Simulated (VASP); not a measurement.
Write the native input for VASP 6.6.1 that does the following.

| Quantity | Value |
| --- | --- |
| Task | single point |
| Functional | PBE |
| Potentials or basis | VASP PAW PBE potentials, release 64 (Mn_pv, S) |
| Cutoff | 520 eV |
| k mesh | 8 × 8 × 8 |
| Occupations | gaussian, width 0.05 eV |
| Spin | collinear spin, antiferromagnetic start |
| Starting moments | [4.85, -4.85, 0.0, 0.0] μB |
| Hubbard terms | Mn d U = 3.9 eV |
| Dipole correction | no |
| Further INCAR settings | ALGO = Normal; EDIFF = 1e-06; NBANDS = 31 |

The structure of MnS lies in POSCAR:

```
MnS
1.0
    1.8441677514      1.0647307479      5.9855000587
   -1.8441677514      1.0647307479      5.9855000587
    0.0000000000     -2.1294614952      5.9855000588
Mn S
2 2
Direct
    0.0000000000      0.0000000000      0.0000000000
    0.5000000000      0.5000000000      0.5000000000
    0.7499999998      0.7499999998      0.7499999998
    0.2500000002      0.2500000002      0.2500000002
```

These files were run (other wordings do the same):

INCAR

```
SYSTEM = MnS
PREC = Accurate
ENCUT = 520
EDIFF = 1E-6
ISMEAR = 0
SIGMA = 0.05
LREAL = .False.
LASPH = .True.
NELM = 150
ALGO = Normal
ISIF = 2
LWAVE = .False.
LCHARG = .True.
ISPIN = 2
MAGMOM = 4.85 -4.85 0 0
LORBIT = 11
LMAXMIX = 4
LDAU = .True.
LDAUTYPE = 2
LDAUL = 2 -1
LDAUU = 3.9 0
LDAUJ = 0 0
LDAUPRINT = 1
GGA = PE
LELF = .True.
LVHAR = .True.
NBANDS = 31
```

KPOINTS

```
Automatic mesh
0
Gamma
  8 8 8
  0 0 0
```

Potentials or basis: VASP PAW PBE potentials, release 64 (Mn_pv, S).

Run with:

```sh
$ cat potpaw_PBE.64/Mn_pv/POTCAR potpaw_PBE.64/S/POTCAR > POTCAR
$ mpirun -np 1 vasp_std > vasp.out
```

It gave:

| Quantity | Value |
| --- | --- |
| Pressure | 2.7 GPa |
| Band gap on the k mesh | 2.27 eV |
| Net moment | 0.00 μB per cell |
| Site moments | Mn +4.50, -4.50; S +0.00 μB |
| Valence electrons inside the program's atomic spheres | Mn 11.29; S 3.78 |

Caveat: the antiferromagnetic order is the one typed at the start, and another may lie lower.

Wall time 4.7 min on 1 thread of Intel(R) Xeon(R) 6975P-C (Granite Rapids), on a shared host, peak memory 0.51 GiB.
